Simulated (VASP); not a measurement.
# SiC (Moissanite 3C) (F-43m) in VASP: notebook

The runs below take SiC (Moissanite 3C) through single point, with r2SCAN.

Everything below comes from runs of VASP 6.6.1. Logs are shortened: lines on timing, memory, paths and dates and some standing lists are left out, and cuts for length are marked.

**Experimental background.**

From “Insight into the structural, elastic and electronic properties of a new orthorhombic 6O-SiC polytype”, 2020, pmc:7200658, for a bulk crystal of SiC: band gap 2.4 eV (indirect).

The results are compared with them further down.

## 1. The cell of the first run

It takes space group F-43m (No. 216, cubic). The conventional cell has a = 4.356 Å, b = 4.356 Å, c = 4.356 Å, α = 90.00°, β = 90.00°, γ = 90.00°. Si (site symmetry -43m) has 4 C at 1.89 Å within 2.5 Å. C (site symmetry -43m) has 4 Si at 1.89 Å within 2.5 Å.

## 2. Single point, r2SCAN

The input, POSCAR:

```
SiC
1.0
    0.0000000000      2.1781773191      2.1781773191
    2.1781773191      0.0000000000      2.1781773191
    2.1781773191      2.1781773191      0.0000000000
Si C
1 1
Direct
    0.0000000000      0.0000000000      0.0000000000
    0.2500000000      0.2500000000      0.2500000000
```

The input, INCAR.step1:

```
SYSTEM = SiC
ALGO     = Normal         ! electronic algorithm
EDIFF    = 1E-4           ! SCF threshold, eV
ENCUT    = 520            ! plane-wave cutoff, eV
GGA      = PE             ! functional
ISMEAR   = 0              ! smearing method
LASPH    = .TRUE.         ! aspherical terms in the spheres
LCHARG   = .FALSE.        ! write CHGCAR
LREAL    = .FALSE.        ! projectors in reciprocal space
LWAVE    = .TRUE.         ! write WAVECAR
NBANDS   = 11             ! bands
NELM     = 80             ! most SCF steps
PREC     = Accurate       ! precision mode
SIGMA    = 0.02           ! smearing width, eV
```

The input, INCAR.step2:

```
SYSTEM = SiC
ALGO     = Normal         ! electronic algorithm
EDIFF    = 1E-7           ! SCF threshold, eV
ENCUT    = 520            ! plane-wave cutoff, eV
ISIF     = 2              ! what is computed and relaxed
ISMEAR   = 0              ! smearing method
ISTART   = 1            
LASPH    = .TRUE.         ! aspherical terms in the spheres
LCHARG   = .FALSE.        ! write CHGCAR
LMIXTAU  = .TRUE.       
LREAL    = .FALSE.        ! projectors in reciprocal space
LWAVE    = .FALSE.        ! write WAVECAR
METAGGA  = R2SCAN         ! meta-GGA
NBANDS   = 11             ! bands
NELM     = 80             ! most SCF steps
PREC     = Accurate       ! precision mode
SIGMA    = 0.02           ! smearing width, eV
```

The input, KPOINTS:

```
k-points
0
G
  10 10 10
  0 0 0
```

Potentials or basis: VASP PAW PBE potentials, release 64 (Si, C).

The run is started by

```console
$ cat potpaw_PBE.64/Si/POTCAR potpaw_PBE.64/C/POTCAR > POTCAR
$ cp INCAR.step1 INCAR
$ mpirun -np 1 vasp_std > vasp.out
$ cp INCAR.step2 INCAR
$ mpirun -np 1 vasp_std > vasp.out
```

OUTCAR:

```text
SYSTEM = SiC
   EDIFF = 1E-7
   ENCUT = 520
   ISIF = 2
   ISMEAR = 0
   ISTART = 1
   LASPH = .TRUE.
   LREAL = .FALSE.
   METAGGA = R2SCAN
   NELM = 80
   PREC = Accurate

 ion  position               nearest neighbor table
   1  0.000  0.000  0.000-   2 1.89   2 1.89   2 1.89   2 1.89
   2  0.250  0.250  0.250-   1 1.89   1 1.89   1 1.89   1 1.89

  LATTYP: Found a face centered cubic cell.
 ALAT       =     4.3563546382

  Lattice vectors:

 A1 = (   0.0000000000,   2.1781773191,   2.1781773191)
 A2 = (   2.1781773191,   0.0000000000,   2.1781773191)
 A3 = (   2.1781773191,   2.1781773191,   0.0000000000)

Analysis of symmetry for initial positions (statically):
=====================================================================
 Subroutine PRICEL returns:
 Original cell was already a primitive cell.

 Routine SETGRP: Setting up the symmetry group for a
 face centered cubic supercell.

 Subroutine GETGRP returns: Found 24 space group operations
 (whereof 24 operations were pure point group operations)
 out of a pool of 48 trial point group operations.

The static configuration has the point symmetry T_d .

Analysis of symmetry for dynamics (positions and initial velocities):
=====================================================================
 Subroutine PRICEL returns:
 Original cell was already a primitive cell.

 Routine SETGRP: Setting up the symmetry group for a
 face centered cubic supercell.

 Subroutine GETGRP returns: Found 24 space group operations
 (whereof 24 operations were pure point group operations)
 out of a pool of 48 trial point group operations.

The dynamic configuration has the point symmetry T_d .

 Subroutine INISYM returns: Found 24 space group operations
 (whereof 24 operations are pure point group operations),
 and found     1 'primitive' translations

----------------------------------------------------------------------------------------

                                     Primitive cell

  volume of cell :      20.6685

  direct lattice vectors                    reciprocal lattice vectors
     0.000000000  2.178177319  2.178177319    -0.229549723  0.229549723  0.229549723
     2.178177319  0.000000000  2.178177319     0.229549723 -0.229549723  0.229549723
     2.178177319  2.178177319  0.000000000     0.229549723  0.229549723 -0.229549723

  length of vectors
     3.080407906  3.080407906  3.080407906     0.397591783  0.397591783  0.397591783

  position of ions in fractional coordinates (direct lattice)
     0.000000000  0.000000000  0.000000000
[... 87 lines left out ...]
   TEBEG  =    0.0;   TEEND  =   0.0 temperature during run
   PSTRESS=    0.0 pullay stress
   NELECT =       8.0000    total number of electrons
   NUPDOWN=      -1.0000    fix difference up-down
   EMIN   =  10.00;   EMAX   =-10.00  energy-range for DOS
   EFERMI =   0.00;   METHOD = LEGACY
   ISMEAR =     0;   SIGMA  =   0.02  broadening in eV -4-tet -1-fermi 0-gaus
   EFERMI_NEDOS =   21; number of points for ismear=-14 and -15
   IALGO  =     38    algorithm
   IMIX   =      4    mixing-type and parameters
     AMIX     =   0.40;   BMIX     =  1.00
     AMIX_MAG =   1.60;   BMIX_MAG =  1.00
  volume/ion in A,a.u.               =      10.33        69.74
  Fermi-wavevector in a.u.,A,eV,Ry     =   1.193076  2.254588 19.366959  1.423431
  Thomas-Fermi vector in A             =   2.329099
   LORBIT       =      0    0 simple, 1 ext, 2 COOP (PROOUT), +10 PAW based schemes
   METAGGA = R2SCAN    functional components
   LHFCALC =     F    Hartree Fock is set to
   AEXX    =    0.0000 exact exchange contribution
   IVDW    =     0    specifies the selected vdW correction
   LEPSILON=     F    determine dielectric tensor
   LRPA    =     F    only Hartree local field effects (RPA)
 non-spin polarized calculation
 Gauss-broadening in eV      SIGMA  =   0.02
  energy-cutoff  :      520.00
  volume of cell :       20.67
 maximum number of plane-waves:       568
   NGX = 11   NGY = 11   NGZ = 11

 number of electron       8.0000001 magnetization

 Free energy of the ion-electron system (eV)
  ---------------------------------------------------
  ext. energy  EPLUGINS =         0.00000000
  ---------------------------------------------------
  free energy    TOTEN  =       -19.32695817 eV

  energy without entropy =      -19.32695817  energy(sigma->0) =      -19.32695817

 E-fermi :   8.0946     XC(G=0): -11.9395

 val. band max:        7.9949471533   @ k =   0.0000   0.0000   0.0000
 cond. band min:       9.7192332219   @ k =   0.5000   0.5000   0.0000
 fundamental gap:      1.7242860686
 Fermi energy:         8.0945880715

 k-point     1 :       0.0000    0.0000    0.0000
  band No.  band energies     occupation
      1      -8.1937      2.00000
      2       7.9949      2.00000
      3       7.9949      2.00000
      4       7.9949      2.00000
      5      14.8432      0.00000
      6      15.8522      0.00000
      7      15.8522      0.00000
      8      15.8522      0.00000
      9      23.2104      0.00000
     10      23.2104      0.00000
     11      25.7772      0.00000
[... 309 lines left out ...]
 k-point    24 :       0.4000    0.3000    0.0000
  band No.  band energies     occupation
      1      -4.9565      2.00000
      2       2.1579      2.00000
      3       4.7212      2.00000
      4       5.2472      2.00000
      5      11.2930      0.00000
      6      14.1609      0.00000
      7      20.5060      0.00000
      8      20.8090      0.00000
      9      22.8521      0.00000
     10      27.0911      0.00000
     11      30.5080      0.00000

 [... further k-points ...]

------------------------ aborting loop because EDIFF is reached ----------------------------------------

  FORCE on cell =-STRESS in cart. coord.  units (eV):
  Direction    XX          YY          ZZ          XY          YZ          ZX
  --------------------------------------------------------------------------------------
  -------------------------------------------------------------------------------------
  Total       -0.0240936     -0.0240936     -0.0240936      0.0000000      0.0000000     -0.0000000
  in kB       -1.8676830     -1.8676830     -1.8676830      0.0000000      0.0000000     -0.0000000
  external PRESSURE =      -1.8676830 kB  Pullay stress =       0.0000000 kB

 VOLUME and BASIS-vectors are now :
 -----------------------------------------------------------------------------
  energy-cutoff  :      520.00
  volume of cell :       20.67
      direct lattice vectors                 reciprocal lattice vectors
     0.000000000  2.178177319  2.178177319    -0.229549723  0.229549723  0.229549723
     2.178177319  0.000000000  2.178177319     0.229549723 -0.229549723  0.229549723
     2.178177319  2.178177319  0.000000000     0.229549723  0.229549723 -0.229549723

 POSITION                                       TOTAL-FORCE (eV/Angst)
 -----------------------------------------------------------------------------------
      0.00000      0.00000      0.00000         0.000000      0.000000      0.000000
      1.08909      1.08909      1.08909        -0.000000     -0.000000     -0.000000
 -----------------------------------------------------------------------------------
    total drift:                               -0.000001     -0.000001     -0.000001

  FREE ENERGIE OF THE ION-ELECTRON SYSTEM (eV)
  ---------------------------------------------------
  free  energy   TOTEN  =       -19.3269581697 eV

  energy  without entropy=      -19.3269581697  energy(sigma->0) =      -19.32695817
```

OUTCAR.step1:

```text
SYSTEM = SiC
   EDIFF = 1E-4
   ENCUT = 520
   GGA = PE
   ISMEAR = 0
   LASPH = .TRUE.
   LREAL = .FALSE.
[... 556 lines left out ...]
      0.00000      0.00000      0.00000         0.000000      0.000000      0.000000
      1.08909      1.08909      1.08909        -0.000000     -0.000000     -0.000000
 -----------------------------------------------------------------------------------
    total drift:                                0.000000      0.000000      0.000000

  FREE ENERGIE OF THE ION-ELECTRON SYSTEM (eV)
  ---------------------------------------------------
  free  energy   TOTEN  =       -15.0572177454 eV

  energy  without entropy=      -15.0572177454  energy(sigma->0) =      -15.05721775
```

OSZICAR.step1:

```text
N       E                     dE             d eps       ncg     rms          rms(c)
DAV:   1     0.284883616828E+01    0.28488E+01   -0.41115E+03  1082   0.623E+02
DAV:   2    -0.163744605477E+02   -0.19223E+02   -0.18503E+02  1339   0.109E+02
DAV:   3    -0.169133473851E+02   -0.53889E+00   -0.53809E+00  1280   0.151E+01
DAV:   4    -0.169153591277E+02   -0.20117E-02   -0.20116E-02  1177   0.119E+00
DAV:   5    -0.169153681625E+02   -0.90348E-05   -0.90347E-05  1290   0.741E-02    0.882E+00
DAV:   6    -0.151145042930E+02    0.18009E+01   -0.64945E+00  1151   0.114E+01    0.391E+00
DAV:   7    -0.150647510902E+02    0.49753E-01   -0.38798E-01  1229   0.356E+00    0.179E+00
DAV:   8    -0.150570081248E+02    0.77430E-02   -0.20446E-02  1175   0.950E-01    0.172E-01
DAV:   9    -0.150571051218E+02   -0.96997E-04   -0.16654E-03  1255   0.232E-01    0.113E-01
DAV:  10    -0.150572156683E+02   -0.11055E-03   -0.24128E-04  1135   0.943E-02    0.266E-02
DAV:  11    -0.150572177454E+02   -0.20772E-05   -0.41166E-05   625   0.340E-02
   1 F= -.15057218E+02 E0= -.15057218E+02  d E =-.323266E-44
```

It took 21 s on 1 thread of Intel Xeon Platinum 8559C (Emerald Rapids), shared host; peak memory 0.14 GiB.

Results:

* Free energy: -19.3270 eV
* Pressure: -0.2 GPa
* Band gap on the k mesh: 1.72 eV, indirect (least direct gap 5.06 eV)

Caveat: the PAW data sets were made with another functional, which shifts forces and pressure a little.

## 3. Single point, r2SCAN (volume scaled by 0.94)

The input, POSCAR:

```
SiC
1.0
    0.0000000000      2.1337122435      2.1337122435
    2.1337122435      0.0000000000      2.1337122435
    2.1337122435      2.1337122435      0.0000000000
Si C
1 1
Direct
    0.0000000000      0.0000000000      0.0000000000
    0.2500000000      0.2500000000      0.2500000000
```

The input, INCAR.step1:

```
SYSTEM = SiC
  ALGO = Normal
  EDIFF = 1E-5
  ENCUT = 660
  GGA = PE
  GGA_COMPAT = .FALSE.
  ISMEAR = 0
  LASPH = .TRUE.
  LCHARG = .FALSE.
  LREAL = .FALSE.
  LWAVE = .TRUE.
  NBANDS = 11
  NELM = 120
  PREC = Accurate
  SIGMA = 0.02
```

The input, INCAR.step2:

```
SYSTEM = SiC
  ALGO = Normal
  EDIFF = 1E-6
  ENCUT = 660
  GGA_COMPAT = .FALSE.
  ISIF = 2
  ISMEAR = 0
  ISTART = 1
  LASPH = .TRUE.
  LCHARG = .TRUE.
  LELF = .TRUE.
  LMIXTAU = .TRUE.
  LREAL = .FALSE.
  LVHAR = .TRUE.
  LWAVE = .FALSE.
  METAGGA = R2SCAN
  NBANDS = 11
  NELM = 120
  PREC = Accurate
  SIGMA = 0.02
```

KPOINTS is that of step 2.

Potentials or basis: VASP PAW PBE potentials, release 64 (Si, C).

The run is started by

```console
$ cat potpaw_PBE.64/Si/POTCAR potpaw_PBE.64/C/POTCAR > POTCAR
$ cp INCAR.step1 INCAR
$ mpirun -np 1 vasp_std > vasp.out
$ cp INCAR.step2 INCAR
$ mpirun -np 1 vasp_std > vasp.out
```

Wall time 74 s (1 thread of Intel Xeon Platinum 8375C at 2.90GHz (Ice Lake), shared host); peak memory 0.16 GiB.

The run converged. Its results:

* Free energy: -19.2748 eV
* Pressure: 15.4 GPa
* Band gap on the k mesh: 1.68 eV, indirect (least direct gap 5.14 eV)

Levels at points of the mesh, in eV from the valence-band top:
| k point | band 1 | band 2 | band 3 | band 4 | band 5 | band 6 | band 7 | band 8 |
| --- | --- | --- | --- | --- | --- | --- | --- | --- |
| (0.00, 0.00, 0.00) | -16.69 | 0.00 | 0.00 | 0.00 | 7.63 | 8.34 | 8.34 | 8.34 |
| (0.50, 0.00, 0.00) | -12.82 | -9.17 | -1.12 | -1.12 | 6.62 | 8.04 | 8.04 | 11.34 |
| (0.50, 0.50, 0.00) | -11.29 | -8.26 | -3.45 | -3.45 | 1.68 | 5.08 | 15.93 | 15.93 |

Caveat: the PAW data sets were made with another functional, which shifts forces and pressure a little.

## 4. Single point, r2SCAN (volume scaled by 1.06)

The input, POSCAR:

```
SiC
1.0
    0.0000000000      2.2208975234      2.2208975234
    2.2208975234      0.0000000000      2.2208975234
    2.2208975234      2.2208975234      0.0000000000
Si C
1 1
Direct
    0.0000000000      0.0000000000      0.0000000000
    0.2500000000      0.2500000000      0.2500000000
```

The input, INCAR.step1:

```
SYSTEM = SiC
PREC     = Accurate       ! precision mode
ENCUT    = 660            ! plane-wave cutoff, eV
ISMEAR   = 0              ! smearing method
SIGMA    = 0.02           ! smearing width, eV
LREAL    = .False.        ! projectors in reciprocal space
LASPH    = .True.         ! aspherical terms in the spheres
NELM     = 120            ! most SCF steps
NBANDS   = 11             ! bands
GGA      = PE             ! functional
ALGO     = Normal         ! electronic algorithm
EDIFF    = 1E-5           ! SCF threshold, eV
LWAVE    = .True.         ! write WAVECAR
LCHARG   = .False.        ! write CHGCAR
GGA_COMPAT= .False.
```

The input, INCAR.step2:

```
SYSTEM = SiC
PREC     = Accurate       ! precision mode
ENCUT    = 660            ! plane-wave cutoff, eV
EDIFF    = 1E-6           ! SCF threshold, eV
ISMEAR   = 0              ! smearing method
SIGMA    = 0.02           ! smearing width, eV
LREAL    = .False.        ! projectors in reciprocal space
LASPH    = .True.         ! aspherical terms in the spheres
NELM     = 120            ! most SCF steps
ALGO     = Normal         ! electronic algorithm
ISIF     = 2              ! what is computed and relaxed
LWAVE    = .False.        ! write WAVECAR
LCHARG   = .False.        ! write CHGCAR
METAGGA  = R2SCAN         ! meta-GGA
LMIXTAU  = .True.       
NBANDS   = 11             ! bands
ISTART   = 1            
GGA_COMPAT= .False.
```

The input, KPOINTS:

```
Automatic mesh
0
Gamma
  10 10 10
  0 0 0
```

The run is started by

```console
$ cat potpaw_PBE.64/Si/POTCAR potpaw_PBE.64/C/POTCAR > POTCAR
$ cp INCAR.step1 INCAR
$ mpirun -np 1 vasp_std > vasp.out
$ cp INCAR.step2 INCAR
$ mpirun -np 1 vasp_std > vasp.out
```

Wall time 69 s (1 thread of Intel Xeon Platinum 8375C at 2.90GHz (Ice Lake), shared host); peak memory 0.16 GiB.

It converged, with:

```yaml
Free_energy: -19.2823 eV
Pressure: -12.1 GPa
Band_gap_on_the_k_mesh: 1.76 eV, indirect (least direct gap 4.98 eV)
```

Levels at points of the mesh, in eV from the valence-band top:
| k point | band 2 | band 3 | band 4 | band 5 | band 6 | band 7 |
| --- | --- | --- | --- | --- | --- | --- |
| (0.00, 0.00, 0.00) | 0.00 | 0.00 | 0.00 | 6.12 | 7.44 | 7.44 |
| (0.50, 0.00, 0.00) | -8.51 | -1.09 | -1.09 | 5.45 | 7.50 | 7.50 |
| (0.50, 0.50, 0.00) | -7.87 | -3.22 | -3.22 | 1.76 | 4.60 | 14.42 |

Caveat: the PAW data sets were made with another functional, which shifts forces and pressure a little.

## 5. Summary

| cell | cutoff (eV) | gap on the mesh (eV) | pressure (GPa) |
| --- | --- | --- | --- |
| a = 3.080 Å, angles 60.0°, 2 atoms | 520 | 1.72 | -0.2 |
| a = 3.018 Å, angles 60.0°, 2 atoms | 660 | 1.68 | 15.4 |
| a = 3.141 Å, angles 60.0°, 2 atoms | 660 | 1.76 | -12.1 |

Alike in all rows: task single point; level r2SCAN; potentials or basis VASP PAW PBE potentials, release 64 (Si, C); no spin polarisation; k mesh 10 × 10 × 10; smearing gaussian 0.02 eV.

Caveats: the PAW data sets were made with another functional, which shifts forces and pressure a little.

Absolute energies hang on the potentials; compare differences alone.

## 6. Against experiment

Step 2. A measured gap of SiC is 2.4 eV (indirect; quoted in “Insight into the structural, elastic and electronic properties of a new orthorhombic 6O-SiC polytype”, 2020, pmc:7200658); the calculated 1.72 eV misses it by -0.68 eV. The value is that of r2SCAN on a finite k mesh, which can miss the band edges, without temperature or zero-point motion.
